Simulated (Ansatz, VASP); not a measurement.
RbMgH2: VASP beside Ansatz

INCAR

```
SYSTEM = RbMgH2
  ALGO = Normal
  EDIFF = 1E-6
  EDIFFG = -0.01
  ENCUT = 600
  GGA = PE
  IBRION = 2
  ISIF = 3
  ISMEAR = 0
  LASPH = .True.
  LCHARG = .False.
  LREAL = .False.
  LWAVE = .False.
  NELM = 100
  NSW = 100
  PREC = Accurate
  SIGMA = 0.1
```

The input KPOINTS:

```
k-points
0
Gamma
  12 12 4
  0 0 0
```

File POSCAR:

```
RbMgH2
1.0
    3.9296482875      0.0000000000      0.0000000000
   -1.9648241437      3.4031752449      0.0000000000
    0.0000000000      0.0000000000     11.9164218096
Rb Mg H
2 2 4
Direct
    0.0000000000      0.0000000000      0.0000000000
    0.0000000000      0.0000000000      0.5000000000
    0.6666666667      0.3333333333      0.2500000000
    0.3333333333      0.6666666667      0.7500000000
    0.0000000000      0.0000000000      0.2500000000
    0.0000000000      0.0000000000      0.7500000000
    0.3333333333      0.6666666667      0.2500000000
    0.6666666667      0.3333333333      0.7500000000
```

Input for Ansatz:

```yaml
crystal:
  lattice:
    - [3.9296482875, 0.0, 0.0]
    - [-1.9648241437, 3.4031752449, 0.0]
    - [0.0, 0.0, 11.9164218096]
  atoms:
    - { symbol: Rb, position: [0.0, 0.0, 0.0] }
    - { symbol: Rb, position: [0.0, 0.0, 0.5] }
    - { symbol: Mg, position: [0.6666666667, 0.3333333333, 0.25] }
    - { symbol: Mg, position: [0.3333333333, 0.6666666667, 0.75] }
    - { symbol: H, position: [0.0, 0.0, 0.25] }
    - { symbol: H, position: [0.0, 0.0, 0.75] }
    - { symbol: H, position: [0.3333333333, 0.6666666667, 0.25] }
    - { symbol: H, position: [0.6666666667, 0.3333333333, 0.75] }
basis:
  ecutwfc: 420
kpoints:
  mp_grid: { grid: [12, 12, 4] }
hamiltonian:
  xc: pbe
scf:
  occupations: { method: gaussian, width: 0.1 }
output:
  forces: true
  stress: true
  eigenvalues: true
relax:
  adjacent_minimum: "off"
  f_tol: 0.01
  max_steps: 80
  cell: { stress_tol: 0.05 }
```

Alike in both runs: task relaxation of cell and atoms; functional PBE; k mesh 12 × 12 × 4; occupations gaussian, width 0.1 eV; no spin polarisation.

|  | VASP | Ansatz |
| --- | --- | --- |
| version | VASP 6.6.1 | Ansatz 0.2.0 |
| potentials or method | VASP PAW PBE potentials, release 64 (Rb_sv, Mg, H), cutoff 600 eV | scalar-relativistic, plane waves, PAW |
| valence electrons in the cell | 26 | 42 |

Ansatz gave:

| Property | Result |
| --- | --- |
| gap on the k mesh at the Fermi level, each at its own relaxed structure (eV) | none |
| relaxed volume (Å³/atom) | 20.05 |
| relaxed cell length with the largest relative difference (Å) | 12.050 |

Task: Estimate VASP's values.

Result: gap on the k mesh at the Fermi level, each at its own relaxed structure (eV): none; relaxed volume (Å³/atom): 20.03; relaxed cell length with the largest relative difference (Å): 12.111.

A gap of «none» marks a metal or a gap that the smearing closes. VASP's potentials hold 26 valence electrons a cell and Ansatz's 42, so a difference there can come from the potentials and not from the codes.
